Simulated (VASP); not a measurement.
Wanted: the native input for a VASP 6.6.1 run.

```
Task                   : electric field gradients
Functional             : LDA
Potentials or basis    : VASP PAW LDA potentials, release 64 (Ta_pv, Ru_pv)
Cutoff                 : 520 eV
k mesh                 : 11 × 11 × 10
Occupations            : fermi-dirac, width 0.05 eV
Spin                   : no spin polarisation
Dipole correction      : no
Further INCAR settings : ALGO = Normal; EDIFF = 1e-08; NBANDS = 20
```

The structure of TaRu lies in POSCAR:

```
TaRu
1.0
    3.0732191323      0.0000000000      0.0000000000
    0.0000000000      3.0732191323      0.0000000000
    0.0000000000      0.0000000000      3.4114443627
Ta Ru
1 1
Direct
    0.5000000000      0.5000000000      0.5000000000
    0.0000000000      0.0000000000      0.0000000000
```

This cell differs from its parent crystal: volume scaled by 1.02.

The input as run:

INCAR

```
ALGO = Normal
EDIFF = 1E-8
ENCUT = 520
GGA = CA
ISIF = 2
ISMEAR = -1
LASPH = T
LCHARG = F
LEFG = T
LREAL = F
LWAVE = F
NBANDS = 20
NELM = 60
PREC = Accurate
SIGMA = 0.05
```

KPOINTS

```
k-points
0
Gamma
  11 11 10
```

Potentials or basis: VASP PAW LDA potentials, release 64 (Ta_pv, Ru_pv).

Run with:

```sh
$ cat potpaw_LDA.64/Ta_pv/POTCAR potpaw_LDA.64/Ru_pv/POTCAR > POTCAR
$ mpirun -np 1 vasp_std > vasp.out
```

Results of the run:

```
Pressure : -14.2 GPa
```

Caveat: without QUAD_EFG the Cq values of the log hold for a quadrupole moment of 1 mb, not for the nuclei.

Wall time 25 s on 1 thread of Intel(R) Xeon(R) 6975P-C (Granite Rapids), with other jobs on the host, peak memory 0.18 GiB.
